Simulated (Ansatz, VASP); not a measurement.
## MnO in VASP and in Ansatz

File INCAR:

```
SYSTEM = MnO
ALGO = Normal ; EDIFF = 1E-6
ENCUT = 520 ; GGA = PE
ISIF = 2 ; ISMEAR = -1
LASPH = .True. ; LCHARG = .False.
LREAL = .False. ; LWAVE = .False.
NBANDS = 27 ; NELM = 60
PREC = Accurate ; SIGMA = 0.05
```

KPOINTS

```
k-points
0
Gamma
  9 9 5
  0 0 0
```

POSCAR

```
MnO
1.0
    3.3717000000      0.0000000000      0.0000000000
   -1.6858500000      2.9199778539      0.0000000000
    0.0000000000      0.0000000000      5.3855000000
Mn O
2 2
Direct
    0.6666666667      0.3333333333      0.5109600000
    0.3333333333      0.6666666667      0.0109600000
    0.6666666667      0.3333333333      0.8754700000
    0.3333333333      0.6666666667      0.3754700000
```

File input.yaml:

```yaml
crystal:
  lattice:
    - [3.3717, 0.0, 0.0]
    - [-1.68585, 2.9199778539, 0.0]
    - [0.0, 0.0, 5.3855]
  atoms:
    - { symbol: Mn, position: [0.6666666667, 0.3333333333, 0.51096] }
    - { symbol: Mn, position: [0.3333333333, 0.6666666667, 0.01096] }
    - { symbol: O, position: [0.6666666667, 0.3333333333, 0.87547] }
    - { symbol: O, position: [0.3333333333, 0.6666666667, 0.37547] }
hamiltonian:
  xc: pbe
  pseudopotentials: { kind: paw }
kpoints:
  mp_grid: { grid: [9, 9, 5] }
scf:
  occupations: { method: fermi_dirac, width: 0.05 }
output:
  forces: true
  stress: true
  eigenvalues: true
```

Alike in both runs: task single point; functional PBE; k mesh 9 × 9 × 5; occupations fermi-dirac, width 0.05 eV; no spin polarisation.

```csv
,VASP,Ansatz
version,VASP 6.6.1,Ansatz 0.2.0
potentials or method,"VASP PAW PBE potentials, release 64 (Mn_pv, O)",Ansatz PAW
plane-wave cutoff (eV),520,420
valence electrons in the cell,38,42
```

|  | VASP | Ansatz | Ansatz less VASP |
| --- | --- | --- | --- |
| gap on the k mesh at the Fermi level (eV) | none | none | - |
| rms of the force components (eV/Å) | 0.193 | 0.176 | -0.0165 |

Atom by atom the forces differ by 0.016 eV/Å (rms over components). A gap of «none» marks a metal or a gap that the smearing closes. VASP's potentials hold 38 valence electrons a cell and Ansatz's 42, so a difference there can come from the potentials and not from the codes.
